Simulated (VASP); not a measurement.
# H3C2 (C2/m) in VASP: further runs

The runs below take H3C2 through single point, with PBE+D3(BJ).

All numbers are computed with VASP 6.6.1; they aren't measurements. Logs are shortened: lines on timing, memory, paths and dates and some standing lists are left out, and cuts for length are marked.

### Step 1. The cell of the first run

Symmetry: C2/m, No. 12, monoclinic system. Conventional cell: a = 6.914 Å, b = 6.139 Å, c = 3.916 Å, α = 90.00°, β = 99.27°, γ = 90.00°. Within 1.5 Å of H (site symmetry m) lie 1 C at 1.10 Å. H (site symmetry 1) has 1 C at 1.10 Å within 1.5 Å. Within 1.6 Å of C (site symmetry m) lie 2 C at 1.21 to 1.45 Å. C (site symmetry m) has 3 H at 1.10 Å and 1 C at 1.45 Å within 1.5 Å.

### Step 2. Single point, PBE+D3(BJ) (8.20 Å³/atom)

INCAR

```
PREC = Accurate ; ENCUT = 520
EDIFF = 1E-6 ; ISMEAR = 0
SIGMA = 0.02 ; LREAL = False
LASPH = True ; NELM = 80
ALGO = Normal ; ISIF = 2
LWAVE = False ; LCHARG = False
GGA = PE ; IVDW = 12
NBANDS = 22
```

KPOINTS

```
regular mesh
0
Gamma
  6 6 6
```

POSCAR

```
H3C2
1.0
    3.4564964196     -3.0692954381      0.0528158142
    3.4564964196      3.0692954381      0.0528158142
   -0.6895786723      0.0000000000      3.8544748889
H C
6 4
Direct
    0.2731612858      0.2731612858      0.5605097722
    0.7268387142      0.7268387142      0.4394902278
    0.2161275624      0.5055397803      0.2240200173
    0.4944602197      0.7838724376      0.7759799827
    0.7838724376      0.4944602197      0.7759799827
    0.5055397803      0.2161275624      0.2240200173
    0.0816955650      0.0816955650      0.0847483609
    0.9183044350      0.9183044350      0.9152516391
    0.2782814675      0.2782814675      0.2820763721
    0.7217185325      0.7217185325      0.7179236279
```

Potentials or basis: VASP PAW PBE potentials, release 64 (H, C).

Command:

```bash
> cat potpaw_PBE.64/H/POTCAR potpaw_PBE.64/C/POTCAR > POTCAR
> mpirun -np 1 vasp_std > vasp.out
```

OUTCAR:

```text
PREC = Accurate
   ENCUT = 520
   EDIFF = 1E-6
   ISMEAR = 0
   LREAL = False
   LASPH = True
   NELM = 80
   ISIF = 2
   GGA = PE
   IVDW = 12
 IVDW          = 12

 ion  position               nearest neighbor table
   1  0.273  0.273  0.561-   9 1.10
   2  0.727  0.727  0.439-  10 1.10
   3  0.216  0.506  0.224-   9 1.10
   4  0.494  0.784  0.776-  10 1.10
   5  0.784  0.494  0.776-  10 1.10
   6  0.506  0.216  0.224-   9 1.10
   7  0.082  0.082  0.085-   8 1.21   9 1.45
   8  0.918  0.918  0.915-   7 1.21  10 1.45
   9  0.278  0.278  0.282-   1 1.10   3 1.10   6 1.10   7 1.45
  10  0.722  0.722  0.718-   2 1.10   4 1.10   5 1.10   8 1.45

  LATTYP: Found a base centered monoclinic cell.
 ALAT       =     6.9137998261
 B/A-ratio  =     0.8878751237
 C/A-ratio  =     0.5663561494
 COS(beta)  =    -0.1610471718

  Lattice vectors:

 A1 = (   3.4564964196,  -3.0692954381,   0.0528158142)
 A2 = (   3.4564964196,   3.0692954381,   0.0528158142)
 A3 = (  -0.6895786723,   0.0000000000,   3.8544748889)

Analysis of symmetry for initial positions (statically):
=====================================================================
 Subroutine PRICEL returns:
 Original cell was already a primitive cell.

 Routine SETGRP: Setting up the symmetry group for a
 base centered monoclinic supercell.

 Subroutine GETGRP returns: Found  4 space group operations
 (whereof  4 operations were pure point group operations)
 out of a pool of  4 trial point group operations.

The static configuration has the point symmetry C_2h.

Analysis of symmetry for dynamics (positions and initial velocities):
=====================================================================
 Subroutine PRICEL returns:
 Original cell was already a primitive cell.

 Routine SETGRP: Setting up the symmetry group for a
 base centered monoclinic supercell.

 Subroutine GETGRP returns: Found  4 space group operations
 (whereof  4 operations were pure point group operations)
 out of a pool of  4 trial point group operations.

The dynamic configuration has the point symmetry C_2h.

 Subroutine INISYM returns: Found  4 space group operations
 (whereof  4 operations are pure point group operations),
 and found     1 'primitive' translations

----------------------------------------------------------------------------------------

                                     Primitive cell

  volume of cell :      82.0079

  direct lattice vectors                    reciprocal lattice vectors
     3.456496420 -3.069295438  0.052815814     0.144260786 -0.162903836  0.025808745
     3.456496420  3.069295438  0.052815814     0.144260786  0.162903836  0.025808745
    -0.689578672  0.000000000  3.854474889    -0.003953457  0.000000000  0.258731425

  length of vectors
     4.622848851  4.622848851  3.915673047     0.219123083  0.219123083  0.258761628

  position of ions in fractional coordinates (direct lattice)
     0.273161286  0.273161286  0.560509772
     0.726838714  0.726838714  0.439490228
     0.216127562  0.505539780  0.224020017
     0.494460220  0.783872438  0.775979983
     0.783872438  0.494460220  0.775979983
     0.505539780  0.216127562  0.224020017
     0.081695565  0.081695565  0.084748361
     0.918304435  0.918304435  0.915251639
     0.278281468  0.278281468  0.282076372
     0.721718532  0.721718532  0.717923628

  ion indices of the primitive-cell ions
   primitive index   ion index
                 1           1
                 2           2
                 3           3
                 4           4
                 5           5
                 6           6
                 7           7
                 8           8
                 9           9
                10          10

----------------------------------------------------------------------------------------

 KPOINTS: regular mesh

Automatic generation of k-mesh.
 Grid dimensions read from file:
 generate k-points for:    6    6    6

 Generating k-lattice:

  Cartesian coordinates                     Fractional coordinates (reciprocal lattice)
     0.024043464 -0.027150639  0.004301458     0.166666667  0.000000000  0.000000000
     0.024043464  0.027150639  0.004301458     0.000000000  0.166666667  0.000000000
    -0.000658910  0.000000000  0.043121904     0.000000000  0.000000000  0.166666667

  Length of vectors
     0.036520514  0.036520514  0.043126938

  Shift w.r.t. Gamma in fractional coordinates (k-lattice)
     0.000000000  0.000000000  0.000000000

 Subroutine IBZKPT returns following result:
 ===========================================

 Found     68 irreducible k-points:

 Following reciprocal coordinates:
            Coordinates               Weight
  0.000000  0.000000  0.000000      1.000000
  0.166667  0.000000  0.000000      4.000000
  0.333333 -0.000000  0.000000      4.000000
  0.500000 -0.000000  0.000000      2.000000
  0.166667  0.166667  0.000000      2.000000
  0.333333  0.166667  0.000000      4.000000
[... 16 lines left out ...]
 -0.333333  0.166667  0.166667      4.000000
 -0.166667  0.166667  0.166667      4.000000
 [... further k-points ...]
   k-points           NKPTS =     68   k-points in BZ     NKDIM =     68   number of bands    NBANDS=     22
   number of dos      NEDOS =    301   number of ions     NIONS =     10
   total plane-waves  NPLWV =  38880
   dimension x,y,z NGX =    36 NGY =   36 NGZ =   30
   dimension x,y,z NGXF=    72 NGYF=   72 NGZF=   60
   ions per type =               6   4
   NGX,Y,Z   is equivalent  to a cutoff of  12.95, 12.95, 12.74 a.u.
   NGXF,Y,Z  is equivalent  to a cutoff of  25.89, 25.89, 25.47 a.u.
 SYSTEM =  unknown system
   PREC   = accura    normal or accurate (medium, high low for compatibility)
   ISTART =      0    job   : 0-new  1-cont  2-samecut
   ICHARG =      2    charge: 1-file 2-atom 10-const
   ISPIN  =      1    spin polarized calculation?
   LNONCOLLINEAR =      F non collinear calculations
   LSORBIT =      F    spin-orbit coupling
   LASPH  =      T    aspherical Exc in radial PAW
   ENCUT  =  520.0 eV  38.22 Ry    6.18 a.u.   8.60  8.60  7.28*2*pi/ulx,y,z
   NELM   =     80;   NELMIN=  2; NELMDL= -5     # of ELM steps
   EDIFF  = 0.1E-05   stopping-criterion for ELM
   LREAL  =      F    real-space projection
   EDIFFG = 0.1E-04   stopping-criterion for IOM
   NSW    =      0    number of steps for IOM
   IBRION =     -1    ionic relax: 0-MD 1-quasi-New 2-CG
   NFREE  =      0    steps in history (QN), initial steepest desc. (CG)
   ISIF   =      2    stress and relaxation
   ISYM   =      2    0-nonsym 1-usesym 2-fastsym
   POTIM  = 0.5000    time-step for ionic-motion
   TEBEG  =    0.0;   TEEND  =   0.0 temperature during run
   PSTRESS=    0.0 pullay stress
   NELECT =      22.0000    total number of electrons
   NUPDOWN=      -1.0000    fix difference up-down
   EMIN   =  10.00;   EMAX   =-10.00  energy-range for DOS
   EFERMI =   0.00;   METHOD = LEGACY
   ISMEAR =     0;   SIGMA  =   0.02  broadening in eV -4-tet -1-fermi 0-gaus
   EFERMI_NEDOS =   21; number of points for ismear=-14 and -15
   IALGO  =     38    algorithm
   IMIX   =      4    mixing-type and parameters
     AMIX     =   0.40;   BMIX     =  1.00
     AMIX_MAG =   1.60;   BMIX_MAG =  1.00
  volume/ion in A,a.u.               =       8.20        55.34
  Fermi-wavevector in a.u.,A,eV,Ry     =   1.055838  1.995244 15.167684  1.114793
  Thomas-Fermi vector in A             =   2.191051
   LORBIT       =      0    0 simple, 1 ext, 2 COOP (PROOUT), +10 PAW based schemes
   GGA     = PE    functional components
   LHFCALC =     F    Hartree Fock is set to
   AEXX    =    0.0000 exact exchange contribution
   IVDW    =    12    specifies the selected vdW correction
   LEPSILON=     F    determine dielectric tensor
   LRPA    =     F    only Hartree local field effects (RPA)
 non-spin polarized calculation
 Gauss-broadening in eV      SIGMA  =   0.02
  energy-cutoff  :      520.00
  volume of cell :       82.01
 maximum number of plane-waves:      2226
 NGX is ok and might be reduce to    36
   NGX = 17   NGY = 17   NGZ = 15

 number of electron      21.9999994 magnetization

 Free energy of the ion-electron system (eV)
  ---------------------------------------------------
  ext. energy  EPLUGINS =         0.00000000
  ---------------------------------------------------
  free energy    TOTEN  =       -56.57715158 eV

  energy without entropy =      -56.57715158  energy(sigma->0) =      -56.57715158

 E-fermi :  -0.5605     XC(G=0):  -8.1971

 val. band max:       -0.6711016278   @ k =   0.5000   0.5000   0.5000
 cond. band min:       3.9295212775   @ k =   0.3333   0.3333   0.0000
 fundamental gap:      4.6006229053
 Fermi energy:        -0.5605431741

 k-point     1 :       0.0000    0.0000    0.0000
  band No.  band energies     occupation
      1     -15.2780      2.00000
      2     -13.4974      2.00000
      3     -11.8503      2.00000
      4      -6.7651      2.00000
      5      -6.2257      2.00000
      6      -5.8966      2.00000
[... 14 lines left out ...]
     21      10.8295      0.00000
     22      11.6917      0.00000

 k-point     2 :       0.1667    0.0000    0.0000
  band No.  band energies     occupation
      1     -15.2120      2.00000
      2     -13.6005      2.00000
      3     -11.8088      2.00000
      4      -7.0174      2.00000
      5      -6.0078      2.00000
      6      -5.9231      2.00000
[... 14 lines left out ...]
     21      10.9886      0.00000
     22      11.1888      0.00000
[... 523 lines left out ...]
     21      10.9500      0.00000
     22      11.3498      0.00000

 k-point    24 :      -0.1667    0.1667    0.1667
  band No.  band energies     occupation
      1     -15.0784      2.00000
      2     -13.6456      2.00000
      3     -11.8523      2.00000
      4      -6.9945      2.00000
      5      -6.1063      2.00000
      6      -5.8352      2.00000
[... 14 lines left out ...]
     21      10.8511      0.00000
     22      11.4426      0.00000

 [... further k-points ...]

------------------------ aborting loop because EDIFF is reached ----------------------------------------

 Edisp (eV)   -0.68557

 E8    (eV) :    -0.1651

  FORCE on cell =-STRESS in cart. coord.  units (eV):
  Direction    XX          YY          ZZ          XY          YZ          ZX
  --------------------------------------------------------------------------------------
  -------------------------------------------------------------------------------------
  Total       0.67241     0.59103     0.58524     0.00000     0.00000     0.00056
  in kB      13.13671    11.54688    11.43368     0.00000     0.00000     0.01101
  external pressure =       12.04 kB  Pullay stress =        0.00 kB

 VOLUME and BASIS-vectors are now :
 -----------------------------------------------------------------------------
  energy-cutoff  :      520.00
  volume of cell :       82.01
      direct lattice vectors                 reciprocal lattice vectors
     3.456496420 -3.069295438  0.052815814     0.144260786 -0.162903836  0.025808745
     3.456496420  3.069295438  0.052815814     0.144260786  0.162903836  0.025808745
    -0.689578672  0.000000000  3.854474889    -0.003953457  0.000000000  0.258731425

 POSITION                                       TOTAL-FORCE (eV/Angst)
 -----------------------------------------------------------------------------------
      1.50185      0.00000      2.18933        -0.006186      0.000000      0.025752
      4.72157      0.00000      1.77078         0.006186      0.000000     -0.025752
      2.33996      0.88829      0.90159         0.011430      0.016210     -0.004153
      3.88345      0.88829      3.05851        -0.011430      0.016210      0.004153
      3.88345     -0.88829      3.05851        -0.011430     -0.016210      0.004153
      2.33996     -0.88829      0.90159         0.011430     -0.016210     -0.004153
      0.50632      0.00000      0.33529         0.055155      0.000000      0.041021
      5.71709      0.00000      3.62482        -0.055155      0.000000     -0.041021
      1.72924      0.00000      1.11665        -0.008478      0.000000     -0.013114
      4.49417      0.00000      2.84345         0.008478      0.000000      0.013114
 -----------------------------------------------------------------------------------
    total drift:                                0.000000      0.000000      0.000000

  FREE ENERGIE OF THE ION-ELECTRON SYSTEM (eV)
  ---------------------------------------------------
  free  energy   TOTEN  =       -57.2627181424 eV

  energy  without entropy=      -57.2627181424  energy(sigma->0) =      -57.26271814
```

Wall time 2.8 min (1 thread of Oxide Virtual Turin-like, shared host); peak memory 0.2 GiB.

Results:

```yaml
Free_energy: -57.2627 eV
Pressure: 1.2 GPa
Largest_force: 0.069 eV/Å
Band_gap_on_the_k_mesh: 4.60 eV (least direct gap 4.72 eV)
Dispersion_energy_per_atom: -0.069 eV
```

Forces in eV/Å, atoms in the order of the input:
```
H   -0.006  0.000  0.026
H    0.006  0.000 -0.026
H    0.011  0.016 -0.004
H   -0.011  0.016  0.004
H   -0.011 -0.016  0.004
H    0.011 -0.016 -0.004
C    0.055  0.000  0.041
C   -0.055  0.000 -0.041
C   -0.008  0.000 -0.013
C    0.008  0.000  0.013
```

Stress tensor (GPa, compression positive):
```
1.31 0.00 0.00
0.00 1.15 0.00
0.00 0.00 1.14
```

Levels at points of the mesh, in eV from the valence-band top:
| k point | band 7 | band 8 | band 9 | band 10 | band 11 | band 12 | band 13 | band 14 | band 15 | band 16 |
| --- | --- | --- | --- | --- | --- | --- | --- | --- | --- | --- |
| (0.00, 0.00, 0.00) | -4.41 | -4.39 | -4.28 | -1.93 | -1.37 | 4.86 | 5.31 | 6.41 | 8.14 | 9.49 |
| (0.50, 0.00, 0.00) | -4.90 | -4.45 | -4.41 | -1.35 | -0.41 | 4.63 | 5.33 | 6.76 | 7.31 | 8.74 |
| (0.50, 0.50, 0.00) | -4.76 | -4.24 | -3.94 | -0.80 | -0.07 | 4.65 | 5.74 | 7.18 | 7.22 | 7.86 |
| (0.00, 0.00, 0.50) | -4.98 | -4.87 | -4.55 | -1.55 | -0.85 | 5.09 | 5.84 | 7.50 | 8.11 | 8.60 |
| (0.50, 0.00, 0.50) | -5.16 | -4.66 | -4.23 | -1.49 | -0.28 | 5.37 | 6.36 | 7.44 | 8.32 | 8.93 |
| (0.50, 0.50, 0.50) | -5.29 | -5.02 | -4.81 | -0.36 | 0.00 | 5.91 | 5.97 | 8.32 | 8.51 | 8.62 |

A k mesh can miss the band edges.

[end of part 1 of 3]
